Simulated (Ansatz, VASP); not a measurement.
TeAs in VASP and in Ansatz

```
Te As
1.0
    -1.24634    2.49268    2.49268
     2.49268   -1.24634    2.49268
     2.49268    2.49268   -1.24634
Te As
1 1
Direct
  0.50000 0.50000 0.50000
  0.00000 0.00000 0.00000
```

Alike in both runs: task single point; functional LDA; k mesh 16 × 16 × 16; occupations gaussian, width 0.15 eV; no spin polarisation.

|  | VASP | Ansatz |
| --- | --- | --- |
| version | VASP 6.6.1 | Ansatz 0.2.0 |
| potentials or method | VASP PAW LDA potentials, release 64 (Te, As), cutoff 520 eV | scalar-relativistic, plane waves, PAW |
| valence electrons in the cell | 11 | 31 |

```csv
,VASP,Ansatz,Ansatz less VASP
gap on the k mesh at the Fermi level (eV),none,none,-
pressure (GPa),-9.4,-9.4,-0.01
```

LDA's correlation is that of Perdew and Zunger in VASP and of Perdew and Wang (1992) in Ansatz. A gap of «none» marks a metal or a gap that the smearing closes. VASP's potentials hold 11 valence electrons a cell and Ansatz's 31, so a difference there can come from the potentials and not from the codes.

Neither program's run includes spin-orbit coupling.
